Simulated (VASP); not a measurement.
Input of a VASP 6.6.1 run:

POSCAR

```
SiC
1.0
    0.0000000000      2.1710957677      2.1710957677
    2.1710957677      0.0000000000      2.1710957677
    2.1710957677      2.1710957677      0.0000000000
Si C
1 1
Direct
    0.0000000000      0.0000000000      0.0000000000
    0.7500000000      0.7500000000      0.7500000000
```

Contents of INCAR.step1:

```
SYSTEM = SiC
PREC = Accurate ; ENCUT = 520
ISMEAR = 0 ; SIGMA = 0.05
LREAL = .FALSE. ; LASPH = .TRUE.
NELM = 100 ; NBANDS = 11
GGA = PE ; ALGO = Normal
EDIFF = 1E-4 ; LWAVE = .TRUE.
LCHARG = .FALSE.
```

File INCAR.step2:

```
SYSTEM = SiC
PREC = Accurate ; ENCUT = 520
EDIFF = 1E-7 ; ISMEAR = 0
SIGMA = 0.05 ; LREAL = .FALSE.
LASPH = .TRUE. ; NELM = 100
ALGO = Normal ; ISIF = 2
LWAVE = .FALSE. ; LCHARG = .TRUE.
METAGGA = R2SCAN ; LMIXTAU = .TRUE.
IVDW = 13 ; VDW_S6 = 1.0
VDW_S8 = 0.6018749 ; VDW_A1 = 0.51559235
VDW_A2 = 5.77342911 ; LELF = .TRUE.
LVHAR = .TRUE. ; NBANDS = 11
ISTART = 1
```

Contents of KPOINTS:

```
Automatic mesh
0
G
  10 10 10
  0 0 0
```

Potentials or basis: VASP PAW PBE potentials, release 64 (Si, C).

The run is started by

```console
$ cat potpaw_PBE.64/Si/POTCAR potpaw_PBE.64/C/POTCAR > POTCAR
$ cp INCAR.step1 INCAR
$ mpirun -np 1 vasp_std > vasp.out
$ cp INCAR.step2 INCAR
$ mpirun -np 1 vasp_std > vasp.out
```

**Question.** Predict the band gap on the k mesh.

**Answer.** 1.72 eV, indirect (least direct gap 5.07 eV).

**Question.** What does it give for the dispersion energy per atom?

**Answer.** -0.124 eV.

**Question.** What does it give for the pressure?

**Answer.** 0.5 GPa.

Caveat: the PAW data sets were made with another functional, which shifts forces and pressure a little.

**The experiment to reproduce.**

From “Insight into the structural, elastic and electronic properties of a new orthorhombic 6O-SiC polytype”, 2020, pmc:7200658, for a bulk crystal of SiC: band gap 2.4 eV (indirect).

Measured gap of SiC: 2.4 eV (indirect; quoted in “Insight into the structural, elastic and electronic properties of a new orthorhombic 6O-SiC polytype”, 2020, pmc:7200658). This calculation gives 1.72 eV (-0.68 eV). The value is that of r2SCAN+D4 on a finite k mesh, which can miss the band edges, without temperature or zero-point motion.
